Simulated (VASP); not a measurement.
Ru, 2 atoms in the cell. Symmetry: P6_3/mmc, No. 194, hexagonal system. Conventional cell: a = 2.706 Å, b = 2.706 Å, c = 4.282 Å, α = 90.00°, β = 90.00°, γ = 120.00°. Within 3.5 Å of Ru (site symmetry -6m2) lie 12 Ru at 2.65 to 2.71 Å. 

| Property | Result |
| --- | --- |
| Program | VASP 6.6.1 |
| Task | single point |
| Functional | PBE |
| Potentials or basis | VASP PAW PBE potentials, release 64 (Ru_pv) |
| Cutoff | 520 eV |
| k mesh | 13 × 13 × 7 |
| Occupations | methfessel-paxton, width 0.1 eV |
| Spin | no spin polarisation |
| Dipole correction | no |
| Further INCAR settings | ALGO = Normal; EDIFF = 1e-06; NBANDS = 21 |

Potentials or basis: VASP PAW PBE potentials, release 64 (Ru_pv).

The run is started by

```sh
$ cat potpaw_PBE.64/Ru_pv/POTCAR > POTCAR
$ mpirun -np 1 vasp_std > vasp.out
```

Hardware: 1 thread of Intel(R) Xeon(R) Platinum 8375C CPU @ 2.90GHz (Ice Lake), on a shared host.

Problem. How long does it take, and how much memory?

Solution. It took 20 s on 1 thread of Intel(R) Xeon(R) Platinum 8375C CPU @ 2.90GHz (Ice Lake), with other jobs on the host, peak memory 0.16 GiB. Counts: scf iterations 12, k points 84.
